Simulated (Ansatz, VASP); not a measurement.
**TiB2: VASP beside Ansatz**

```xyz
3
Lattice="2.9949 0.0000 0.0000 -1.4975 2.5937 0.0000 0.0000 0.0000 3.1573" Properties=species:S:1:pos:R:3 pbc="T T T"
Ti    0.0000    0.0000    0.0000
B     0.0000    1.7291    1.5786
B     1.4975    0.8646    1.5786
```

Alike in both runs: task relaxation of cell and atoms; functional LDA; k mesh 15 × 15 × 12; occupations gaussian, width 0.1 eV; no spin polarisation.

|  | VASP | Ansatz |
| --- | --- | --- |
| version | VASP 6.6.1 | Ansatz 0.2.0 |
| potentials or method | VASP PAW LDA potentials, release 64 (Ti_sv, B), cutoff 600 eV | scalar-relativistic, plane waves, PAW |
| valence electrons in the cell | 18 | 18 |

```tsv
	VASP	Ansatz	Ansatz less VASP
gap on the k mesh at the Fermi level, each at its own relaxed structure (eV)	none	none	-
relaxed volume (Å³/atom)	8.19	8.18	-0.016
relaxed length of the cell vector where the two differ most in proportion (Å)	3.162	3.160	-0.0026
```

Ansatz warns that its potentials were made for another functional, while VASP's fit it. LDA's correlation is that of Perdew and Zunger in VASP and of Perdew and Wang (1992) in Ansatz. A gap of «none» marks a metal or a gap that the smearing closes.
